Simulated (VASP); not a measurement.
Se: electric field gradients with PBEsol

Crystal: Se.

```xyz
6
Lattice="5.6810 3.2799 1.4763 -5.6810 3.2799 1.4763 0.0000 -6.5599 1.4763" Properties=species:S:1:pos:R:3 pbc="T T T"
Se    0.6712   -4.5696    2.0098
Se    3.6218    2.8661    2.0098
Se   -4.2930    1.7035    2.0098
Se   -0.6712    4.5696    2.4192
Se   -3.6218   -2.8661    2.4192
Se    4.2930   -1.7035    2.4192
```

```json
{
  "Program": "VASP 6.6.1",
  "Task": "electric field gradients",
  "Functional": "PBEsol",
  "Potentials or basis": "VASP PAW PBE potentials, release 64 (Se)",
  "Cutoff": "520 eV",
  "k mesh": "6 × 6 × 6",
  "Occupations": "fermi-dirac, width 0.01 eV",
  "Spin": "no spin polarisation",
  "Dipole correction": "no",
  "Further INCAR settings": "ALGO = Normal; EDIFF = 1e-08; NBANDS = 27"
}
```

- Pressure: 0.3 GPa
- Largest force: 0.389 eV/Å
- Band gap on the k mesh: 1.12 eV, indirect (least direct gap 1.37 eV)

Forces in eV/Å, atoms in the order of the input:
```
Se   0.154  0.292  0.206
Se  -0.330 -0.013  0.206
Se   0.176 -0.279  0.206
Se  -0.154 -0.292 -0.206
Se   0.330  0.013 -0.206
Se  -0.176  0.279 -0.206
```

Stress tensor (GPa, compression positive):
```
0.26 0.00 0.00
0.00 0.26 0.00
0.00 0.00 0.38
```

Levels at points of the mesh, in eV from the valence-band top:
| k point | band 15 | band 16 | band 17 | band 18 | band 19 | band 20 | band 21 | band 22 |
| --- | --- | --- | --- | --- | --- | --- | --- | --- |
| (0.00, 0.00, 0.00) | -0.82 | -0.82 | -0.70 | -0.70 | 1.70 | 1.70 | 2.53 | 2.74 |
| (0.50, 0.00, 0.00) | -1.33 | -0.94 | -0.38 | -0.37 | 1.64 | 1.81 | 2.56 | 2.98 |
| (0.50, 0.50, 0.00) | -1.46 | -1.19 | -0.92 | -0.39 | 1.40 | 1.66 | 2.23 | 2.95 |
| (0.50, 0.50, 0.50) | -1.56 | -1.33 | -1.33 | 0.00 | 1.37 | 1.37 | 1.81 | 3.50 |

Electric field gradients, principal values (V/Å²):
```tsv
atom	least	middle	greatest (by size)
1 Se	194.764	347.984	-542.749
2 Se	194.764	347.984	-542.749
3 Se	194.764	347.984	-542.749
4 Se	194.764	347.984	-542.749
5 Se	194.764	347.984	-542.749
6 Se	194.764	347.984	-542.749
```

Wall time 7.7 min on 1 thread of Oxide Virtual Turin-like Processor, with other jobs on the host, peak memory 0.36 GiB.

Caveat: without QUAD_EFG the Cq values of the log hold for a quadrupole moment of 1 mb, not for the nuclei; the PAW data sets were made with another functional, which shifts forces and pressure a little. A k mesh can miss the band edges.
